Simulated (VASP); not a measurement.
# InAs (F-43m) in VASP: vibrations by perturbation theory with PBEsol

Aim: the vibrations by perturbation theory of InAs with PBEsol.

Everything below comes from runs of VASP 6.6.1. Logs are shortened: lines on timing, memory, paths and dates and some standing lists are left out, and cuts for length are marked.

### Step 1. The cell of the first run

It takes space group F-43m (No. 216, cubic). The conventional cell has a = 6.087 Å, b = 6.087 Å, c = 6.087 Å, α = 90.00°, β = 90.00°, γ = 90.00°. In (site symmetry -43m) has 4 As at 2.64 Å within 3.5 Å. As (site symmetry -43m) has 4 In at 2.64 Å within 3.5 Å.

### Step 2. Vibrations by perturbation theory, PBEsol (phonons by finite displacements)

INCAR

```
PREC = Accurate ; ENCUT = 520
EDIFF = 1E-8 ; ISMEAR = 0
SIGMA = 0.15 ; LREAL = False
LASPH = True ; NELM = 80
ALGO = Normal ; ISIF = 2
LWAVE = False ; LCHARG = False
GGA = PS ; IBRION = 8
NSW = 1
```

KPOINTS

```
Automatic mesh
0
Gamma
  10 10 10
```

POSCAR

```
InAs
1.0
    0.0000000000      3.0435409193      3.0435409193
    3.0435409193      0.0000000000      3.0435409193
    3.0435409193      3.0435409193      0.0000000000
In As
1 1
Direct
    0.0000000000      0.0000000000      0.0000000000
    0.7500000000      0.7500000000      0.7500000000
```

Potentials or basis: VASP PAW PBE potentials, release 64 (In_d, As).

The run is started by

```bash
$ cat potpaw_PBE.64/In_d/POTCAR potpaw_PBE.64/As/POTCAR > POTCAR
$ mpirun -np 1 vasp_std > vasp.out
```

OUTCAR:

```text
PREC = Accurate
   ENCUT = 520
   EDIFF = 1E-8
   ISMEAR = 0
   LREAL = False
   LASPH = True
   NELM = 80
   ISIF = 2
   GGA = PS
   IBRION = 8
   NSW = 1

 ion  position               nearest neighbor table
   1  0.000  0.000  0.000-   2 2.64   2 2.64   2 2.64   2 2.64
   2  0.750  0.750  0.750-   1 2.64   1 2.64   1 2.64   1 2.64

  LATTYP: Found a face centered cubic cell.
 ALAT       =     6.0870818386

  Lattice vectors:

 A1 = (   0.0000000000,   3.0435409193,   3.0435409193)
 A2 = (   3.0435409193,   0.0000000000,   3.0435409193)
 A3 = (   3.0435409193,   3.0435409193,   0.0000000000)

Analysis of symmetry for initial positions (statically):
=====================================================================
 Subroutine PRICEL returns:
 Original cell was already a primitive cell.

 Routine SETGRP: Setting up the symmetry group for a
 face centered cubic supercell.

 Subroutine GETGRP returns: Found 24 space group operations
 (whereof 24 operations were pure point group operations)
 out of a pool of 48 trial point group operations.

The static configuration has the point symmetry T_d .

Analysis of symmetry for dynamics (positions and initial velocities):
=====================================================================
 Subroutine PRICEL returns:
 Original cell was already a primitive cell.

 Routine SETGRP: Setting up the symmetry group for a
 face centered cubic supercell.

 Subroutine GETGRP returns: Found 24 space group operations
 (whereof 24 operations were pure point group operations)
 out of a pool of 48 trial point group operations.

The dynamic configuration has the point symmetry T_d .

 Subroutine INISYM returns: Found 24 space group operations
 (whereof 24 operations are pure point group operations),
 and found     1 'primitive' translations

----------------------------------------------------------------------------------------

[... 543 lines left out ...]
  external PRESSURE =       0.8979439 kB  Pullay stress =       0.0000000 kB

 VOLUME and BASIS-vectors are now :
 -----------------------------------------------------------------------------
  energy-cutoff  :      520.00
  volume of cell :       56.39
      direct lattice vectors                 reciprocal lattice vectors
     0.000000000  3.043540919  3.043540919    -0.164282332  0.164282332  0.164282332
     3.043540919  0.000000000  3.043540919     0.164282332 -0.164282332  0.164282332
     3.043540919  3.043540919  0.000000000     0.164282332  0.164282332 -0.164282332

 POSITION                                       TOTAL-FORCE (eV/Angst)
 -----------------------------------------------------------------------------------
      0.00000      0.00000      0.00000         0.000000      0.000000      0.000000
      4.56531      4.56531      4.56531        -0.000000     -0.000000     -0.000000
 -----------------------------------------------------------------------------------
    total drift:                                0.000000      0.000000      0.000000

  FREE ENERGIE OF THE ION-ELECTRON SYSTEM (eV)
  ---------------------------------------------------
  free  energy   TOTEN  =        -8.4900836878 eV

  energy  without entropy=       -8.4896799285  energy(sigma->0) =       -8.48988181

[... ionic steps 2 to 3 ...]

--------------------------------------- Ionic step        4  -------------------------------------------

------------------------ aborting loop because EDIFF is reached ----------------------------------------

[... ionic steps 5 to 6 ...]

--------------------------------------- Ionic step        7  -------------------------------------------

 Free energy of the ion-electron system (eV)
  ---------------------------------------------------
  ---------------------------------------------------
  free energy    TOTEN  =        -0.04526428 eV

  energy without entropy =       -0.04526428

------------------------ aborting loop because EDIFF is reached ----------------------------------------

 INTERNAL STRAIN TENSOR  FOR ION    2  DIRECTION 1   (eV/Angst):
 -----------------------------------------------------------------------------
    -0.00583  0.00000  0.00000
     0.00000  0.00426  7.31802
     0.00000  7.31802  0.00426

 INTERNAL STRAIN TENSOR FOR ION    2 for displacements in x,y,z  (eV/Angst):
          X           Y           Z          XY          YZ          ZX
  --------------------------------------------------------------------------------
  x    -0.00000     0.00000     0.00000     0.00000     7.31802     0.00000
  y     0.00000     0.00000     0.00000     0.00000     0.00000     7.31802
  z     0.00000     0.00000    -0.00000     7.31802     0.00000     0.00000

 SECOND DERIVATIVES (NOT SYMMETRIZED)
 ------------------------------------
               1X          1Y          1Z          2X          2Y          2Z
  1X    -7.266111    0.000000    0.000000    7.266111    0.000000    0.000000
  1Y     0.000000   -7.266111    0.000000    0.000000    7.266111    0.000000
  1Z     0.000000    0.000000   -7.266111    0.000000    0.000000    7.266111
  2X     7.289287    0.000000    0.000000   -7.289287    0.000000    0.000000
  2Y     0.000000    7.289287    0.000000    0.000000   -7.289287    0.000000
  2Z     0.000000    0.000000    7.289287    0.000000    0.000000   -7.289287

 Eigenvectors and eigenvalues of the dynamical matrix
 ----------------------------------------------------

   1 f  =    6.264536 THz    39.361238 2PiTHz  208.962416 cm-1    25.908026 meV
             X         Y         Z           dx          dy          dz
      0.000000  0.000000  0.000000    -0.585593    0.222952    0.038413
      4.565311  4.565311  4.565311     0.726091   -0.276444   -0.047629
[... 21 lines left out ...]
   6 f/i=    0.004874 THz     0.030626 2PiTHz    0.162590 cm-1     0.020159 meV
             X         Y         Z           dx          dy          dz
      0.000000  0.000000  0.000000     0.279673   -0.712691    0.140544
      4.565311  4.565311  4.565311     0.225556   -0.574786    0.113349

--------------------------------------------------------------------------------------------------------

 ELASTIC MODULI CONTR FROM IONIC RELAXATION (kBar)
 Direction    XX          YY          ZZ          XY          YZ          ZX
 --------------------------------------------------------------------------------
 XX          -0.0000      0.0000      0.0000     -0.0000      0.0000     -0.0000
 YY           0.0000     -0.0000     -0.0000     -0.0000     -0.0000     -0.0000
 ZZ           0.0000     -0.0000     -0.0000      0.0000     -0.0000     -0.0000
 XY          -0.0000     -0.0000      0.0000   -206.2580     -0.0000      0.0000
 YZ           0.0000     -0.0000     -0.0000     -0.0000   -206.2580      0.0000
 ZX          -0.0000     -0.0000     -0.0000      0.0000      0.0000   -206.2580
 --------------------------------------------------------------------------------
```

Wall time 8.3 min (1 thread of AMD EPYC 7R43 (Zen 3), shared host); peak memory 0.39 GiB.

What came out:

```yaml
Highest_phonon_frequency_at_Γ_LO-TO_splitting_left_out: 209 cm⁻¹
```

Phonon frequencies in cm⁻¹ (negative: imaginary):
```csv
q point,frequencies
"(0.000, 0.000, 0.000)",0 0 0 209 209 209
```

Caveat: the cell differs from its parent crystal (phonons by finite displacements); the PAW data sets were made with another functional, which shifts forces and pressure a little; spin-orbit coupling is left out, which moves the levels of the heavy elements.
